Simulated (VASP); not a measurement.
K, 3 atoms in the cell. Symmetry: P6/mmm, No. 191, hexagonal system. Conventional cell: a = 6.717 Å, b = 6.717 Å, c = 3.969 Å, α = 90.00°, β = 90.00°, γ = 120.00°. Within 5.2 Å of K (site symmetry 6/mmm) lie 14 K at 3.97 to 4.36 Å. K (site symmetry -6m2) has 11 K at 3.88 to 4.36 Å within 5.1 Å. 

- Program: VASP 6.6.1
- Task: single point
- Functional: PBE
- Potentials or basis: VASP PAW PBE potentials, release 64 (K_sv)
- Cutoff: 520 eV
- k mesh: 6 × 6 × 8
- Occupations: fermi-dirac, width 0.05 eV
- Spin: no spin polarisation
- Dipole correction: no
- Further INCAR settings: ALGO = Normal; EDIFF = 1e-06; NBANDS = 20

Potentials or basis: VASP PAW PBE potentials, release 64 (K_sv).

Run with:

```console
$ cat potpaw_PBE.64/K_sv/POTCAR > POTCAR
$ mpirun -np 1 vasp_std > vasp.out
```

Hardware: 1 thread of Intel Xeon 6975P-C (shared host).

Problem. How long does it take, and how much memory?

Solution. Wall time 100 s on 1 thread of Intel Xeon 6975P-C, on a shared host, peak memory 0.29 GiB. Counts: scf iterations 13, k points 35.
